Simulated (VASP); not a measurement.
Runs of VASP 6.6.1 on Ir. The structure is that of space group Fm-3m (No. 225), or close to it. The cells are those of the table. 

```csv
level,cell,k mesh,gap on the mesh (eV),pressure (GPa)
r2SCAN,"a = 2.718 Å, angles 60.0°, 1 atom",18 × 18 × 18,none,(b)
r2SCAN,"a = 2.741 Å, angles 60.0°, 1 atom",18 × 18 × 18,none,-6.6
PBE,"a = 2.741 Å, angles 60.0°, 1 atom",8 × 8 × 8,none,0.4
PBE,"a = 2.776 Å, angles 60.0°, 1 atom",8 × 8 × 8,none,(a)
r2SCAN,"a = 2.686 Å, angles 60.0°, 1 atom",18 × 18 × 18,none,17.8
```

Alike in all rows: task single point; potentials or basis VASP PAW PBE potentials, release 64 (Ir); no spin polarisation; cutoff (eV) 520; smearing gaussian 0.05 eV.

**Question.** Estimate the missing entries.

**Answer.** (a) -11.6; (b) 2.4.

Caveats: spin-orbit coupling is left out, which moves the levels of the heavy elements; the PAW data sets were made with another functional, which shifts forces and pressure a little (at least some runs); the cell stands under tension (at least some runs); the cell stands under pressure (at least some runs).

A k mesh can miss the band edges, and the runs leave out spin-orbit coupling on Ir.

A gap of «none» marks levels without a gap at the run's occupations.
